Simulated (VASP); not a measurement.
A run of VASP 6.6.1 is set up as follows.

The input POSCAR:

```
NbAs
1.0
    0.0000000000      2.8932492406      2.8932492406
    2.8932492406      0.0000000000      2.8932492406
    2.8932492406      2.8932492406      0.0000000000
Nb As
1 1
Direct
    0.0000000000      0.0000000000      0.0000000000
    0.2500000000      0.2500000000      0.2500000000
```

The input INCAR.step1:

```
SYSTEM = NbAs
  PREC = Accurate
  ENCUT = 520
  ISMEAR = 0
  SIGMA = 0.1
  LREAL = .FALSE.
  LASPH = .TRUE.
  NELM = 100
  NBANDS = 16
  GGA = PE
  ALGO = Normal
  EDIFF = 1E-4
  LWAVE = .TRUE.
  LCHARG = .FALSE.
```

File INCAR.step2:

```
SYSTEM = NbAs
  PREC = Accurate
  ENCUT = 520
  EDIFF = 1E-6
  ISMEAR = 0
  SIGMA = 0.1
  LREAL = .FALSE.
  LASPH = .TRUE.
  NELM = 100
  ALGO = Normal
  ISIF = 2
  LWAVE = .FALSE.
  LCHARG = .FALSE.
  METAGGA = R2SCAN
  LMIXTAU = .TRUE.
  NBANDS = 16
  ISTART = 1
```

File KPOINTS:

```
regular mesh
0
G
  16 16 16
  0 0 0
```

Potentials or basis: VASP PAW PBE potentials, release 64 (Nb_sv, As).

Command:

```console
$ cat potpaw_PBE.64/Nb_sv/POTCAR potpaw_PBE.64/As/POTCAR > POTCAR
$ cp INCAR.step1 INCAR
$ mpirun -np 1 vasp_std > vasp.out
$ cp INCAR.step2 INCAR
$ mpirun -np 1 vasp_std > vasp.out
```

What does it give for the pressure?

0.0 GPa.

What does it give for the band gap on the k mesh?

Zero (band 9 reaches 6.45 eV, above the bottom of band 10 at 5.88 eV).

Caveat: the PAW data sets were made with another functional, which shifts forces and pressure a little.
